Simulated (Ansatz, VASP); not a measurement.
# Fe in VASP and in Ansatz

```
Fe
1.0
     3.95616    0.00000    0.00000
    -1.97808    3.42613    0.00000
     0.00000    0.00000    2.48513
Fe
3
Direct
  0.00000 0.00000 0.00000
  0.33333 0.66667 0.50000
  0.66667 0.33333 0.50000
```

Alike in both runs: task single point; functional PBEsol; k mesh 11 × 11 × 15; occupations fermi-dirac, width 0.1 eV; no spin polarisation.

```csv
,VASP,Ansatz
version,VASP 6.6.1,Ansatz 0.2.0
potentials or method,"VASP PAW PBE potentials, release 64 (Fe), cutoff 520 eV","plane waves (420 eV) with PAW, scalar-relativistic"
valence electrons in the cell,24,48
```

```csv
,VASP,Ansatz,Ansatz less VASP
pressure (GPa),-26.7,-26.8,-0.12
"traceless stress, the component that is largest in VASP (GPa)",1.50,1.48,-0.025
```

VASP's potentials were made for PBE, not for PBEsol, and Ansatz warns of the same on its side. VASP's potentials hold 24 valence electrons a cell and Ansatz's 48, so a difference there can come from the potentials and not from the codes.
